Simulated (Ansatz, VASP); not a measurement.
Rh: VASP beside Ansatz

Contents of INCAR:

```
ALGO     = Fast           # electronic algorithm
EDIFF    = 1E-7           # SCF threshold, eV
ENCUT    = 520            # plane-wave cutoff, eV
GGA      = PE             # functional
ISIF     = 2              # what is computed and relaxed
ISMEAR   = 0              # smearing method
LASPH    = True           # aspherical terms in the spheres
LCHARG   = False          # write CHGCAR
LREAL    = False          # projectors in reciprocal space
LWAVE    = False          # write WAVECAR
NBANDS   = 14             # bands
NELM     = 60             # most SCF steps
PREC     = Accurate       # precision mode
SIGMA    = 0.15           # smearing width, eV
```

KPOINTS

```
k-points
0
Gamma
  20 20 20
```

File POSCAR:

```
Rh
1.0
   -0.1915052422      1.9405226193      1.9150524221
    1.9405226193     -0.1915052422      1.9150524221
    1.7490173771      1.7490173771      0.0000000000
Rh
1
Direct
    0.0000000000      0.0000000000      0.0000000000
```

Input for Ansatz:

```yaml
crystal:
  lattice:
    - [-0.1915052422, 1.9405226193, 1.9150524221]
    - [1.9405226193, -0.1915052422, 1.9150524221]
    - [1.7490173771, 1.7490173771, 0.0]
  atoms:
    - { symbol: Rh, position: [0.0, 0.0, 0.0] }
basis:
  ecutwfc: 420
kpoints:
  mp_grid: { grid: [20, 20, 20] }
hamiltonian:
  xc: pbe
  pseudopotentials: { kind: paw, azcp: { folder: soft_1 } }
scf:
  occupations: { method: gaussian, width: 0.15 }
output:
  forces: true
  stress: true
  eigenvalues: true
```

Change from the starting cell: engineering shear strain xy -0.2000, equal normal strain along x and y +0.0133.

Alike in both runs: task single point; functional PBE; k mesh 20 × 20 × 20; occupations gaussian, width 0.15 eV; no spin polarisation.

```csv
,VASP,Ansatz
version,VASP 6.6.1,Ansatz 0.2.0
potentials or method,"VASP PAW PBE potentials, release 64 (Rh_pv), cutoff 520 eV","scalar-relativistic, plane waves, PAW"
valence electrons in the cell,15,17
```

```csv
,VASP,Ansatz,Ansatz less VASP
gap on the k mesh at the Fermi level (eV),none,none,-
pressure (GPa),5.7,5.6,-0.04
"traceless stress, the component that is largest in VASP (GPa)",30.95,30.87,-0.087
```

A gap of «none» marks a metal or a gap that the smearing closes. VASP's potentials hold 15 valence electrons a cell and Ansatz's 17, so a difference there can come from the potentials and not from the codes.
